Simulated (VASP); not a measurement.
Write the native input for VASP 6.6.1 that does the following.

```
Task                   : single point
Functional             : PBEsol
Potentials or basis    : VASP PAW PBE potentials, release 64 (Se)
Cutoff                 : 500 eV
k mesh                 : 10 × 10 × 10
Occupations            : fermi-dirac, width 0.1 eV
Spin                   : no spin polarisation
Dipole correction      : no
Further INCAR settings : ALGO = Normal; EDIFF = 1e-06; NBANDS = 13
```

The structure of Se lies in POSCAR:

```
Se
1.0
    0.0000000000      3.1119861359      3.1119861359
    3.1119861359      0.0000000000      3.1119861359
    3.1119861359      3.1119861359      0.0000000000
Se
2
Direct
    0.1250000000      0.1250000000      0.1250000000
    0.8750000000      0.8750000000      0.8750000000
```

These files were run (other wordings do the same):

INCAR

```
ALGO     = Normal         # electronic algorithm
EDIFF    = 1E-6           # SCF threshold, eV
ENCUT    = 500            # plane-wave cutoff, eV
GGA      = PS             # functional
GGA_COMPAT= F            
ISIF     = 2              # what is computed and relaxed
ISMEAR   = -1             # smearing method
LASPH    = T              # aspherical terms in the spheres
LCHARG   = T              # write CHGCAR
LELF     = T              # ELF
LREAL    = F              # projectors in reciprocal space
LVHAR    = T            
LWAVE    = F              # write WAVECAR
NBANDS   = 13             # bands
NELM     = 120            # most SCF steps
PREC     = Accurate       # precision mode
SIGMA    = 0.1            # smearing width, eV
```

KPOINTS

```
k-points
0
Gamma
  10 10 10
```

Potentials or basis: VASP PAW PBE potentials, release 64 (Se).

Command:

```sh
$ cat potpaw_PBE.64/Se/POTCAR > POTCAR
$ mpirun -np 1 vasp_std > vasp.out
```

It gave:

| Quantity | Value |
| --- | --- |
| Pressure | 0.0 GPa |
| Band gap on the k mesh | zero (band 6 reaches 2.63 eV, above the bottom of band 7 at 1.52 eV) |

Caveat: the PAW data sets were made with another functional, which shifts forces and pressure a little.

It took 11 s on 1 thread of Intel(R) Xeon(R) Platinum 8559C (Emerald Rapids) (shared host), peak memory 0.18 GiB.
